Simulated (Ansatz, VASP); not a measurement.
**Two plane-wave programs on Sc2H3F3**

```xyz
8
Lattice="4.1223 0.0000 0.0000 0.0000 4.1223 0.0000 0.0000 0.0000 8.2447" Properties=species:S:1:pos:R:3 pbc="T T T"
Sc    0.0000    0.0000    6.1835
Sc    0.0000    0.0000    2.0612
H     2.0612    0.0000    6.1835
H     0.0000    2.0612    2.0612
H     0.0000    0.0000    0.0000
F     2.0612    0.0000    2.0612
F     0.0000    2.0612    6.1835
F     0.0000    0.0000    4.1223
```

Alike in both runs: task relaxation of cell and atoms; functional PBE; k mesh 4 × 4 × 2; occupations gaussian, width 0.1 eV; no spin polarisation.

```csv
,VASP,Ansatz
version,VASP 6.6.1,Ansatz 0.2.0
potentials or method,"VASP PAW PBE potentials, release 64 (Sc_sv, H, F), cutoff 600 eV","scalar-relativistic, plane waves, PAW"
valence electrons in the cell,46,46
```

Ansatz gave:

- gap on the k mesh at the Fermi level, each at its own relaxed structure (eV): 3.31
- relaxed volume (Å³/atom): 15.96
- relaxed cell length with the largest relative difference (Å): 4.006

Q: Estimate VASP's values.

A: gap on the k mesh at the Fermi level, each at its own relaxed structure (eV): 3.31; relaxed volume (Å³/atom): 15.88; relaxed cell length with the largest relative difference (Å): 3.997.
